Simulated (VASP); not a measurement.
A run of VASP 6.6.1 is set up as follows.

The input INCAR:

```
  PREC = Accurate
  ENCUT = 520
  EDIFF = 1E-7
  ISMEAR = 0
  SIGMA = 0.01
  LREAL = False
  LASPH = True
  NELM = 80
  ALGO = Normal
  ISIF = 2
  LWAVE = False
  LCHARG = False
  GGA = PE
  NBANDS = 37
```

Contents of KPOINTS:

```
Automatic mesh
0
Gamma
  6 6 6
```

Contents of POSCAR:

```
AlVC4N4
1.0
    5.7874213024      0.0000000000      0.0000000000
    0.0000000000      5.7874213024      0.0000000000
    0.0000000000      0.0000000000      5.7874213024
Al V C N
1 1 4 4
Direct
    0.5000000000      0.5000000000      0.5000000000
    0.0000000000      0.0000000000      0.0000000000
    0.1980805731      0.1980805731      0.1980805731
    0.1980805731      0.8019194269      0.8019194269
    0.8019194269      0.1980805731      0.8019194269
    0.8019194269      0.8019194269      0.1980805731
    0.3165179081      0.3165179081      0.3165179081
    0.3165179081      0.6834820919      0.6834820919
    0.6834820919      0.3165179081      0.6834820919
    0.6834820919      0.6834820919      0.3165179081
```

Potentials or basis: VASP PAW PBE potentials, release 64 (Al, V_sv, C, N).

Command:

```console
$ cat potpaw_PBE.64/Al/POTCAR potpaw_PBE.64/V_sv/POTCAR potpaw_PBE.64/C/POTCAR potpaw_PBE.64/N/POTCAR > POTCAR
$ mpirun -np 1 vasp_std > vasp.out
```

**Question.** Predict the band gap on the k mesh.

**Answer.** 0.12 eV (least direct gap 0.38 eV).

**Question.** What does it give for the pressure?

**Answer.** 0.3 GPa.

**Question.** What does it give for the largest force?

**Answer.** 0.322 eV/Å.

Forces in eV/Å, atoms in the order of the input:
```
Al   0.000  0.000  0.000
V    0.000  0.000  0.000
C   -0.153 -0.153 -0.153
C   -0.153  0.153  0.153
C    0.153 -0.153  0.153
C    0.153  0.153 -0.153
N    0.186  0.186  0.186
N    0.186 -0.186 -0.186
N   -0.186  0.186 -0.186
N   -0.186 -0.186  0.186
```

A k mesh can miss the band edges.
